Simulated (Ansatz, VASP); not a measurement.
## Ta: VASP beside Ansatz

File INCAR:

```
SYSTEM = Ta
PREC = Accurate ; ENCUT = 520
EDIFF = 1E-7 ; ISMEAR = -1
SIGMA = 0.08 ; LREAL = .FALSE.
LASPH = .TRUE. ; NELM = 80
ALGO = Normal ; ISIF = 2
LWAVE = .FALSE. ; LCHARG = .FALSE.
GGA = PS ; NBANDS = 12
```

The input KPOINTS:

```
regular mesh
0
G
  17 17 17
  0 0 0
```

File POSCAR:

```
Ta
1.0
   -1.6677928000      1.6512800000      1.6512800000
    1.6512800000     -1.6677928000      1.6512800000
    1.6512800000      1.6512800000     -1.6677928000
Ta
1
Direct
    0.0000000000      0.0000000000      0.0000000000
```

Input for Ansatz:

```yaml
crystal:
  lattice:
    - [-1.6677928, 1.65128, 1.65128]
    - [1.65128, -1.6677928, 1.65128]
    - [1.65128, 1.65128, -1.6677928]
  atoms:
    - { symbol: Ta, position: [0.0, 0.0, 0.0] }
kpoints:
  mp_grid: { grid: [17, 17, 17] }
  band_path:
    path:
      - [0.0, 0.0, 0.0]
      - [0.0, 0.0, 0.5]
      - [-0.5, 0.5, 0.5]
      - [-0.7524689983, 0.2475310017, 0.2475310017]
      - [0.2475310017, 0.2475310017, 0.2475310017]
      - [0.0, 0.0, 0.0]
      - [-0.5, 0.0, 0.5]
    npoints: 5
scf:
  occupations: { method: fermi_dirac, width: 0.08 }
hamiltonian:
  xc: pbesol
  pseudopotentials: { kind: all_electron, lapw: { basis_error: 0.0005 } }
output:
  forces: true
  stress: true
  eigenvalues: true
```

Change from the starting cell: equal xy, yz and zx shear strains of -1 %.

Alike in both runs: task single point; functional PBEsol; k mesh 17 × 17 × 17; occupations fermi-dirac, width 0.08 eV; no spin polarisation.

|  | VASP | Ansatz |
| --- | --- | --- |
| version | VASP 6.6.1 | Ansatz 0.2.0 |
| potentials or method | VASP PAW PBE potentials, release 64 (Ta_pv), cutoff 520 eV | all-electron LAPW, scalar-relativistic |

```tsv
	VASP	Ansatz	Ansatz less VASP
pressure (GPa)	-3.6	-3.8	-0.23
traceless stress, the component that is largest in VASP (GPa)	0.74	0.73	-0.011
```

VASP's potentials were made for PBE, not for PBEsol. Ansatz ran all-electron here, and VASP with PAW potentials.

Spin-orbit coupling is off throughout.
